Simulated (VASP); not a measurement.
Re:

```
Re
1.0
     2.76080    0.00000    0.00000
    -1.38040    2.39092    0.00000
     0.00000    0.00000    4.45820
Re
2
Direct
  0.66667 0.33333 0.75000
  0.33333 0.66667 0.25000
```

Base run:

| Item | Value |
| --- | --- |
| Program | VASP 6.6.1 |
| Functional | r2SCAN |
| Dispersion | D4 |
| Potentials or basis | VASP PAW PBE potentials, release 64 (Re) |
| Cutoff | 520 eV |
| k mesh | 11 × 11 × 6 |
| Occupations | fermi-dirac, width 0.05 eV |
| Spin | no spin polarisation |

Its results: band gap on the k mesh zero (bands 7 and 8 overlap by 3.09 eV); pressure -2.3 GPa.

Problem. The run is repeated on the same cell with these changes: functional from r2SCAN to RPBE; further incar settings from ALGO = Normal; EDIFF = 1e-06; NBANDS = 14 to ALGO = Fast; EDIFF = 1e-07; NBANDS = 14. What comes out?

Solution. Band gap on the k mesh zero (bands 7 and 8 overlap by 3.04 eV); pressure -3.5 GPa.

Caveats: the PAW data sets were made with another functional, which shifts forces and pressure a little; spin-orbit coupling is left out, which moves the levels of the heavy elements; the cell stands under tension (at least some runs); the dispersion term is far too large for a dense solid, which distorts pressure and volume (at least some runs).
